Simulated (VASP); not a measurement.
# YPdCl5: single point with PBE

The system is YPdCl5.

```
Y Pd Cl
1.0
     4.56335    0.00000    0.00000
     0.00000    4.56335    0.00000
     0.00000    0.00000    8.01485
Y Pd Cl
1 1 5
Direct
  0.00000 0.00000 0.50000
  0.50000 0.50000 0.00000
  0.50000 0.00000 0.72620
  0.00000 0.50000 0.72620
  0.50000 0.00000 0.27380
  0.00000 0.50000 0.27380
  0.00000 0.00000 0.00000
```

* Program: VASP 6.6.1
* Task: single point
* Functional: PBE
* Potentials or basis: VASP PAW PBE potentials, release 64 (Y_sv, Pd, Cl)
* Cutoff: 520 eV
* k mesh: 4 × 4 × 2
* Occupations: gaussian, width 0.1 eV
* Spin: no spin polarisation
* Dipole correction: no
* Further INCAR settings: ALGO = Normal; EDIFF = 1e-06; NBANDS = 37

* Pressure: -3.1 GPa
* Largest force: 1.127 eV/Å
* Band gap on the k mesh: zero (band 28 reaches 2.19 eV, above the bottom of band 29 at 1.89 eV)

Forces in eV/Å, atoms in the order of the input:
```
Y    0.000  0.000  0.000
Pd   0.000  0.000  0.000
Cl   0.000  0.000 -1.127
Cl   0.000  0.000 -1.127
Cl   0.000  0.000  1.127
Cl   0.000  0.000  1.127
Cl   0.000  0.000  0.000
```

Stress tensor (GPa, compression positive):
```
-1.74  0.00  0.00
 0.00 -1.74  0.00
 0.00  0.00 -5.79
```

Levels at points of the mesh, in eV from the Fermi level:
| k point | band 24 | band 25 | band 26 | band 27 | band 28 | band 29 | band 30 | band 31 | band 32 | band 33 |
| --- | --- | --- | --- | --- | --- | --- | --- | --- | --- | --- |
| (0.00, 0.00, 0.00) | -0.55 | -0.55 | -0.51 | -0.37 | -0.03 | -0.03 | 2.08 | 3.51 | 3.68 | 4.70 |
| (0.50, 0.00, 0.00) | -0.50 | -0.35 | -0.17 | 0.06 | 0.12 | 0.22 | 3.47 | 3.62 | 4.27 | 4.50 |
| (0.50, 0.50, 0.00) | -0.50 | -0.36 | -0.24 | -0.24 | -0.09 | 0.13 | 2.22 | 3.90 | 4.49 | 4.49 |
| (0.00, 0.00, 0.50) | -0.74 | -0.73 | -0.73 | -0.13 | -0.10 | -0.10 | 2.95 | 3.41 | 3.51 | 4.80 |
| (0.50, 0.00, 0.50) | -0.42 | -0.42 | -0.38 | -0.29 | 0.16 | 0.19 | 3.63 | 3.71 | 4.61 | 4.71 |
| (0.50, 0.50, 0.50) | -0.52 | -0.52 | -0.35 | -0.35 | -0.16 | 0.19 | 3.05 | 3.40 | 3.99 | 4.54 |

Wall time 76 s on 1 thread of Intel(R) Xeon(R) Platinum 8259CL CPU @ 2.50GHz (Skylake/Cascade Lake) (shared host), peak memory 0.31 GiB.

Caveat: the k points lie up to 0.39 Å⁻¹ apart; forces of over 1 eV/Å act on the atoms, so gaps and moduli don't describe the material at rest.
